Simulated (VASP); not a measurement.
# CdS (P6_3mc) in VASP: a series of runs, part 2 of 2

VASP 6.6.1.

## Step 3: Single point, PBEsol

This run uses another cell than the first one, of 24.71 Å³/atom.

INCAR reads:

```
ALGO = Normal
EDIFF = 1E-6
ENCUT = 520
GGA = PS
ISIF = 2
ISMEAR = 0
LASPH = True
LCHARG = True
LELF = True
LREAL = False
LVHAR = True
LWAVE = False
NBANDS = 26
NELM = 100
PREC = Accurate
SIGMA = 0.02
```

KPOINTS reads:

```
k-points
0
Gamma
  12 12 6
```

POSCAR reads:

```
CdS
1.0
    4.1244802128      0.0000000000      0.0000000000
   -2.0622401064      3.5719046417      0.0000000000
    0.0000000000      0.0000000000      6.7094702297
Cd S
2 2
Direct
    0.3333333333      0.6666666667      0.0001844320
    0.6666666667      0.3333333333      0.5001844320
    0.3333333333      0.6666666667      0.3768155680
    0.6666666667      0.3333333333      0.8768155680
```

Potentials or basis: VASP PAW PBE potentials, release 64 (Cd, S).

Command:

```sh
$ cat potpaw_PBE.64/Cd/POTCAR potpaw_PBE.64/S/POTCAR > POTCAR
$ mpirun -np 1 vasp_std > vasp.out
```

OUTCAR:

```text
EDIFF = 1E-6
   ENCUT = 520
   GGA = PS
   ISIF = 2
   ISMEAR = 0
   LASPH = True
   LREAL = False
   NELM = 100
   PREC = Accurate

 ion  position               nearest neighbor table
   1  0.333  0.667  0.000-   4 2.52   4 2.52   4 2.52   3 2.53
   2  0.667  0.333  0.500-   3 2.52   3 2.52   3 2.52   4 2.53
   3  0.333  0.667  0.377-   2 2.52   2 2.52   2 2.52   1 2.53
   4  0.667  0.333  0.877-   1 2.52   1 2.52   1 2.52   2 2.53

  LATTYP: Found a hexagonal cell.
 ALAT       =     4.1244802128
 C/A-ratio  =     1.6267432218

  Lattice vectors:

 A1 = (   4.1244802128,   0.0000000000,   0.0000000000)
 A2 = (  -2.0622401064,   3.5719046417,   0.0000000000)
 A3 = (   0.0000000000,   0.0000000000,   6.7094702297)

Analysis of symmetry for initial positions (statically):
=====================================================================
 Subroutine PRICEL returns:
 Original cell was already a primitive cell.

 Routine SETGRP: Setting up the symmetry group for a
 hexagonal supercell.

 Subroutine GETGRP returns: Found 12 space group operations
[... 169 lines left out ...]

  energy without entropy =      -13.63309479  energy(sigma->0) =      -13.63309479

 E-fermi :   1.3739     XC(G=0):  -9.3890

 val. band max:        1.2431019349   @ k =   0.0000   0.0000   0.0000
 cond. band min:       2.3401673787   @ k =   0.0000   0.0000   0.0000
 fundamental gap:      1.0970654439
 Fermi energy:         1.3739415304

 k-point     1 :       0.0000    0.0000    0.0000
  band No.  band energies     occupation
      1     -11.1692      2.00000
      2     -10.7197      2.00000
      3      -6.4789      2.00000
      4      -6.4724      2.00000
      5      -6.4724      2.00000
      6      -6.3862      2.00000
[... 685 lines left out ...]
     25       9.2453      0.00000
     26      10.2023      0.00000

 [... further k-points ...]

------------------------ aborting loop because EDIFF is reached ----------------------------------------

  FORCE on cell =-STRESS in cart. coord.  units (eV):
  Direction    XX          YY          ZZ          XY          YZ          ZX
  --------------------------------------------------------------------------------------
  -------------------------------------------------------------------------------------
  Total        0.2357232      0.2357232      0.2382976      0.0000000     -0.0000000      0.0000000
  in kB        3.8208119      3.8208119      3.8625399      0.0000000     -0.0000000      0.0000000
  external PRESSURE =       3.8347213 kB  Pullay stress =       0.0000000 kB

 VOLUME and BASIS-vectors are now :
 -----------------------------------------------------------------------------
  energy-cutoff  :      520.00
  volume of cell :       98.85
      direct lattice vectors                 reciprocal lattice vectors
     4.124480213  0.000000000  0.000000000     0.242454794  0.139981341  0.000000000
    -2.062240106  3.571904642  0.000000000     0.000000000  0.279962681  0.000000000
     0.000000000  0.000000000  6.709470230     0.000000000  0.000000000  0.149043064

 POSITION                                       TOTAL-FORCE (eV/Angst)
 -----------------------------------------------------------------------------------
     -0.00000      2.38127      0.00124         0.000000     -0.000000      0.002401
      2.06224      1.19063      3.35597        -0.000000      0.000000      0.002401
     -0.00000      2.38127      2.52823        -0.000000      0.000000     -0.002401
      2.06224      1.19063      5.88297         0.000000      0.000000     -0.002401
 -----------------------------------------------------------------------------------
    total drift:                               -0.000000     -0.000000      0.000106

  FREE ENERGIE OF THE ION-ELECTRON SYSTEM (eV)
  ---------------------------------------------------
  free  energy   TOTEN  =       -13.6330947853 eV

  energy  without entropy=      -13.6330947853  energy(sigma->0) =      -13.63309479
```

OSZICAR:

```text
N       E                     dE             d eps       ncg     rms          rms(c)
DAV:   1     0.245887832933E+03    0.24589E+03   -0.17615E+04  3952   0.128E+03
DAV:   2    -0.103912799427E+01   -0.24693E+03   -0.23853E+03  4292   0.318E+02
DAV:   3    -0.144814695393E+02   -0.13442E+02   -0.13356E+02  4744   0.746E+01
DAV:   4    -0.146258245590E+02   -0.14436E+00   -0.14419E+00  4494   0.733E+00
DAV:   5    -0.146279299484E+02   -0.21054E-02   -0.21053E-02  4692   0.895E-01    0.111E+01
DAV:   6    -0.136635577518E+02    0.96437E+00   -0.18029E+00  5274   0.151E+01    0.874E+00
DAV:   7    -0.136413721099E+02    0.22186E-01   -0.65910E-01  4100   0.443E+00    0.377E+00
DAV:   8    -0.136345012552E+02    0.68709E-02   -0.91138E-02  4212   0.305E+00    0.512E-01
DAV:   9    -0.136330300125E+02    0.14712E-02   -0.15073E-02  4388   0.156E+00    0.152E-01
DAV:  10    -0.136329968919E+02    0.33121E-04   -0.11178E-03  4380   0.363E-01    0.890E-02
DAV:  11    -0.136330385345E+02   -0.41643E-04   -0.13915E-04  4498   0.734E-02    0.723E-02
DAV:  12    -0.136330964774E+02   -0.57943E-04   -0.84888E-05  4040   0.469E-02    0.464E-02
DAV:  13    -0.136330941379E+02    0.23395E-05   -0.16293E-05  4672   0.300E-02    0.709E-03
DAV:  14    -0.136330947853E+02   -0.64742E-06   -0.11133E-06  3108   0.107E-02
   1 F= -.13633095E+02 E0= -.13633095E+02  d E =-.676454E-23
```

stdout:

```text
POSCAR found type information on POSCAR CdS
 POSCAR found :  2 types and       4 ions
 scaLAPACK will be used
 -----------------------------------------------------------------------------
|                                                                             |
|                                                                             |
|     You enforced a specific xc type in the INCAR file but a different       |
|     I HOPE YOU KNOW WHAT YOU ARE DOING!                                     |
|                                                                             |
 -----------------------------------------------------------------------------

 LDA part: xc-table for (Slater+PW92), standard interpolation
 POSCAR, INCAR and KPOINTS ok, starting setup
 FFT: planning ... GRIDC
 FFT: planning ... GRID_SOFT
 FFT: planning ... GRID
 WAVECAR not read
 entering main loop
```

It took 4.2 min on 1 thread of Intel Xeon 8259CL, shared host; peak memory 0.32 GiB.

What came out:

```
Free energy            : -13.6331 eV
Pressure               : 0.4 GPa
Band gap on the k mesh : 1.10 eV
```

Forces on the atoms (eV/Å):
```
Cd   0.000  0.000  0.002
Cd   0.000  0.000  0.002
S    0.000  0.000 -0.002
S    0.000  0.000 -0.002
```

Caveat: the PAW data sets were made with another functional, which shifts forces and pressure a little.

## Step 4: Single point, PBEsol (atoms moved along the polar distortion)

INCAR reads:

```
SYSTEM = CdS
ALGO     = Normal         ! electronic algorithm
EDIFF    = 1E-6           ! SCF threshold, eV
ENCUT    = 520            ! plane-wave cutoff, eV
GGA      = PS             ! functional
ISIF     = 2              ! what is computed and relaxed
ISMEAR   = 0              ! smearing method
LASPH    = .True.         ! aspherical terms in the spheres
LCHARG   = .False.        ! write CHGCAR
LREAL    = .False.        ! projectors in reciprocal space
LWAVE    = .False.        ! write WAVECAR
NBANDS   = 26             ! bands
NELM     = 80             ! most SCF steps
PREC     = Accurate       ! precision mode
SIGMA    = 0.01           ! smearing width, eV
```

KPOINTS reads:

```
k-points
0
Gamma
  12 12 6
  0 0 0
```

POSCAR is that of step 3.

Command:

```sh
$ cat potpaw_PBE.64/Cd/POTCAR potpaw_PBE.64/S/POTCAR > POTCAR
$ mpirun -np 1 vasp_std > vasp.out
```

It took 4 min on 1 thread of Intel Xeon 8259CL, shared host; peak memory 0.32 GiB.

It converged, with:

| Item | Value |
| --- | --- |
| Free energy | -13.6331 eV |
| Pressure | 0.4 GPa |
| Band gap on the k mesh | 1.10 eV |

Forces on the atoms (eV/Å):
```
Cd   0.000  0.000  0.002
Cd   0.000  0.000  0.002
S    0.000  0.000 -0.002
S    0.000  0.000 -0.002
```

Levels at points of the mesh, in eV from the valence-band top:
| k point | band 14 | band 15 | band 16 | band 17 | band 18 | band 19 | band 20 | band 21 | band 22 | band 23 |
| --- | --- | --- | --- | --- | --- | --- | --- | --- | --- | --- |
| (0.00, 0.00, 0.00) | -0.78 | -0.78 | -0.05 | 0.00 | 0.00 | 1.10 | 2.68 | 6.38 | 6.38 | 6.68 |
| (0.50, 0.00, 0.00) | -3.61 | -2.73 | -1.93 | -1.35 | -0.78 | 3.64 | 3.76 | 4.97 | 6.34 | 6.94 |
| (0.00, 0.00, 0.50) | -2.53 | -0.40 | -0.40 | -0.40 | -0.40 | 2.76 | 2.76 | 6.07 | 6.07 | 6.73 |
| (0.50, 0.00, 0.50) | -4.24 | -1.39 | -1.39 | -1.37 | -1.37 | 3.36 | 3.36 | 5.27 | 5.27 | 7.80 |

Caveat: the cell differs from its parent crystal (atoms moved along the polar distortion); the PAW data sets were made with another functional, which shifts forces and pressure a little. A k mesh can miss the band edges.

## Step 5: Single point, PBEsol (atoms moved along the polar distortion)

INCAR reads:

```
SYSTEM = CdS
PREC = Accurate ; ENCUT = 520
EDIFF = 1E-6 ; ISMEAR = 0
SIGMA = 0.01 ; LREAL = .FALSE.
LASPH = .TRUE. ; NELM = 60
ALGO = Normal ; ISIF = 2
LWAVE = .FALSE. ; LCHARG = .FALSE.
GGA = PS ; NBANDS = 26
```

KPOINTS reads:

```
Automatic mesh
0
G
  12 12 6
  0 0 0
```

POSCAR reads:

```
CdS
1.0
    4.1244802128      0.0000000000      0.0000000000
   -2.0622401064      3.5719046417      0.0000000000
    0.0000000000      0.0000000000      6.7094702297
Cd S
2 2
Direct
    0.3333333333      0.6666666667     -0.0090682328
    0.6666666667      0.3333333333      0.4909317672
    0.3333333333      0.6666666667      0.3860682328
    0.6666666667      0.3333333333      0.8860682328
```

Command:

```sh
$ cat potpaw_PBE.64/Cd/POTCAR potpaw_PBE.64/S/POTCAR > POTCAR
$ mpirun -np 1 vasp_std > vasp.out
```

Wall time 4 min (1 thread of Intel Xeon 8259CL, shared host); peak memory 0.32 GiB.

The run converged. Its results:

| Property | Result |
| --- | --- |
| Free energy | -13.5699 eV |
| Pressure | 0.7 GPa |
| Largest force | 0.458 eV/Å |
| Band gap on the k mesh | 1.15 eV |

Forces in eV/Å, atoms in the order of the input:
```
Cd   0.000  0.000  0.458
Cd   0.000  0.000  0.458
S    0.000  0.000 -0.458
S    0.000  0.000 -0.458
```

Stress tensor (GPa, compression positive):
```
 2.02  0.00  0.00
 0.00  2.02  0.00
 0.00  0.00 -1.83
```

Levels at points of the mesh, in eV from the valence-band top:
```csv
k point,band 15,band 16,band 17,band 18,band 19,band 20,band 21,band 22
"(0.00, 0.00, 0.00)",-0.68,-0.04,0.00,0.00,1.15,2.51,6.37,6.37
"(0.50, 0.00, 0.00)",-2.54,-1.94,-1.18,-0.94,3.67,3.69,5.01,6.37
"(0.00, 0.00, 0.50)",-0.35,-0.35,-0.35,-0.35,2.70,2.70,6.01,6.01
"(0.50, 0.00, 0.50)",-1.46,-1.46,-1.24,-1.24,3.44,3.44,5.12,5.12
```

Caveat: the cell differs from its parent crystal (atoms moved along the polar distortion); the PAW data sets were made with another functional, which shifts forces and pressure a little.

## Step 6: Single point, PBEsol (atoms moved along the polar distortion)

INCAR reads:

```
SYSTEM = CdS
PREC = Accurate
ENCUT = 520
EDIFF = 1E-6
ISMEAR = 0
SIGMA = 0.01
LREAL = .False.
LASPH = .True.
NELM = 80
ALGO = Normal
ISIF = 2
LWAVE = .False.
LCHARG = .True.
GGA = PS
LELF = .True.
LVHAR = .True.
NBANDS = 26
```

KPOINTS reads:

```
Automatic mesh
0
Gamma
  12 12 6
  0 0 0
```

POSCAR reads:

```
CdS
1.0
    4.1244802128      0.0000000000      0.0000000000
   -2.0622401064      3.5719046417      0.0000000000
    0.0000000000      0.0000000000      6.7094702297
Cd S
2 2
Direct
    0.3333333333      0.6666666667     -0.0183208976
    0.6666666667      0.3333333333      0.4816791024
    0.3333333333      0.6666666667      0.3953208976
    0.6666666667      0.3333333333      0.8953208976
```

Potentials or basis: VASP PAW PBE potentials, release 64 (Cd, S).

Command:

```sh
$ cat potpaw_PBE.64/Cd/POTCAR potpaw_PBE.64/S/POTCAR > POTCAR
$ mpirun -np 1 vasp_std > vasp.out
```

OUTCAR:

```text
SYSTEM = CdS
   PREC = Accurate
   ENCUT = 520
   EDIFF = 1E-6
   ISMEAR = 0
   LREAL = .False.
   LASPH = .True.
   NELM = 80
   ISIF = 2
   GGA = PS

 ion  position               nearest neighbor table
   1  0.333  0.667  0.982-   4 2.45   4 2.45   4 2.45   3 2.78
   2  0.667  0.333  0.482-   3 2.45   3 2.45   3 2.45   4 2.78
   3  0.333  0.667  0.395-   2 2.45   2 2.45   2 2.45   1 2.78
   4  0.667  0.333  0.895-   1 2.45   1 2.45   1 2.45   2 2.78

  LATTYP: Found a hexagonal cell.
 ALAT       =     4.1244802128
 C/A-ratio  =     1.6267432218
[... 896 lines left out ...]
  Direction    XX          YY          ZZ          XY          YZ          ZX
  --------------------------------------------------------------------------------------
  -------------------------------------------------------------------------------------
  Total        2.2592869      2.2592869     -1.7146415     -0.0000000     -0.0000000      0.0000000
  in kB       36.6205328     36.6205328    -27.7924358     -0.0000000     -0.0000000      0.0000000
  external PRESSURE =      15.1495432 kB  Pullay stress =       0.0000000 kB

 VOLUME and BASIS-vectors are now :
 -----------------------------------------------------------------------------
  energy-cutoff  :      520.00
  volume of cell :       98.85
      direct lattice vectors                 reciprocal lattice vectors
     4.124480213  0.000000000  0.000000000     0.242454794  0.139981341  0.000000000
    -2.062240106  3.571904642  0.000000000     0.000000000  0.279962681  0.000000000
     0.000000000  0.000000000  6.709470230     0.000000000  0.000000000  0.149043064

 POSITION                                       TOTAL-FORCE (eV/Angst)
 -----------------------------------------------------------------------------------
     -0.00000      2.38127      6.58655         0.000000      0.000000      0.669760
      2.06224      1.19063      3.23181        -0.000000     -0.000000      0.669760
     -0.00000      2.38127      2.65239         0.000000     -0.000000     -0.669760
      2.06224      1.19063      6.00713        -0.000000      0.000000     -0.669760
 -----------------------------------------------------------------------------------
    total drift:                               -0.000000     -0.000000      0.000638

  FREE ENERGIE OF THE ION-ELECTRON SYSTEM (eV)
  ---------------------------------------------------
  free  energy   TOTEN  =       -13.4257267277 eV

  energy  without entropy=      -13.4257267277  energy(sigma->0) =      -13.42572673
```

It took 4.2 min on 1 thread of Intel Xeon 8259CL, shared host; peak memory 0.32 GiB.

Results:

```
Free energy            : -13.4257 eV
Pressure               : 1.5 GPa
Largest force          : 0.670 eV/Å
Band gap on the k mesh : 1.21 eV
```

Forces on the atoms (eV/Å):
```
Cd   0.000  0.000  0.670
Cd   0.000  0.000  0.670
S    0.000  0.000 -0.670
S    0.000  0.000 -0.670
```

Stress tensor (GPa, compression positive):
```
 3.66  0.00  0.00
 0.00  3.66  0.00
 0.00  0.00 -2.78
```

Caveat: the cell differs from its parent crystal (atoms moved along the polar distortion); the stress differs along the axes, from -3 to 4 GPa; the PAW data sets were made with another functional, which shifts forces and pressure a little. A k mesh can miss the band edges.

## Step 7: Single point, PBEsol (atoms moved along the polar distortion)

INCAR reads:

```
SYSTEM = CdS
PREC = Accurate
ENCUT = 520
EDIFF = 1E-6
ISMEAR = 0
SIGMA = 0.01
LREAL = .False.
LASPH = .True.
NELM = 100
ALGO = Normal
ISIF = 2
LWAVE = .False.
LCHARG = .False.
GGA = PS
NBANDS = 26
```

KPOINTS reads:

```
regular mesh
0
Gamma
  12 12 6
  0 0 0
```

POSCAR reads:

```
CdS
1.0
    4.1244802128      0.0000000000      0.0000000000
   -2.0622401064      3.5719046417      0.0000000000
    0.0000000000      0.0000000000      6.7094702297
Cd S
2 2
Direct
    0.3333333333      0.6666666667     -0.0275735624
    0.6666666667      0.3333333333      0.4724264376
    0.3333333333      0.6666666667      0.4045735624
    0.6666666667      0.3333333333      0.9045735624
```

Command:

```sh
$ cat potpaw_PBE.64/Cd/POTCAR potpaw_PBE.64/S/POTCAR > POTCAR
$ mpirun -np 1 vasp_std > vasp.out
```

It took 4.6 min on 1 thread of Intel Xeon 8259CL, shared host; peak memory 0.32 GiB.

It converged, with:

- Free energy: -13.2516 eV
- Pressure: 2.4 GPa
- Largest force: 0.709 eV/Å
- Band gap on the k mesh: 1.27 eV

Forces on the atoms (eV/Å):
```
Cd   0.000  0.000  0.709
Cd   0.000  0.000  0.709
S    0.000  0.000 -0.709
S    0.000  0.000 -0.709
```

Stress tensor (GPa, compression positive):
```
 5.18  0.00  0.00
 0.00  5.18  0.00
 0.00  0.00 -3.04
```

Levels at points of the mesh, in eV from the valence-band top:
```tsv
k point	band 16	band 17	band 18	band 19	band 20	band 21
(0.00, 0.00, 0.00)	-0.16	0.00	0.00	1.27	2.23	6.35
(0.50, 0.00, 0.00)	-2.00	-1.24	-0.88	3.54	3.78	4.95
(0.00, 0.00, 0.50)	-0.27	-0.27	-0.27	2.56	2.56	6.05
(0.50, 0.00, 0.50)	-1.63	-0.94	-0.94	3.57	3.57	4.81
```

Caveat: the cell differs from its parent crystal (atoms moved along the polar distortion); the stress differs along the axes, from -3 to 5 GPa; the PAW data sets were made with another functional, which shifts forces and pressure a little. A k mesh can miss the band edges.

## Step 8: Summary

```csv
cell,k mesh,smearing,gap on the mesh (eV),pressure (GPa),largest force (eV/Å)
"a = 4.137, b = 4.137, c = 6.716 Å, angles 90.0, 90.0, 120.0°, 4 atoms, atomic positions A",6 × 6 × 4,gaussian 0.1 eV,1.08,0.0,-
"a = 4.124, b = 4.124, c = 6.709 Å, angles 90.0, 90.0, 120.0°, 4 atoms, atomic positions B",12 × 12 × 6,gaussian 0.02 eV,1.10,0.4,-
"a = 4.124, b = 4.124, c = 6.709 Å, angles 90.0, 90.0, 120.0°, 4 atoms, atomic positions B",12 × 12 × 6,gaussian 0.01 eV,1.10,0.4,-
"a = 4.124, b = 4.124, c = 6.709 Å, angles 90.0, 90.0, 120.0°, 4 atoms, atomic positions C",12 × 12 × 6,gaussian 0.01 eV,1.15,0.7,0.46
"a = 4.124, b = 4.124, c = 6.709 Å, angles 90.0, 90.0, 120.0°, 4 atoms, atomic positions D",12 × 12 × 6,gaussian 0.01 eV,1.21,1.5,0.67
"a = 4.124, b = 4.124, c = 6.709 Å, angles 90.0, 90.0, 120.0°, 4 atoms, atomic positions E",12 × 12 × 6,gaussian 0.01 eV,1.27,2.4,0.71
```

Alike in all rows: task single point; level PBEsol; potentials or basis VASP PAW PBE potentials, release 64 (Cd, S); no spin polarisation; cutoff (eV) 520.

Caveats: the PAW data sets were made with another functional, which shifts forces and pressure a little; the stress differs along the axes, from -3 to 4 GPa (at least some runs); the stress differs along the axes, from -3 to 5 GPa (at least some runs).

Absolute energies hang on the potentials; compare differences alone.
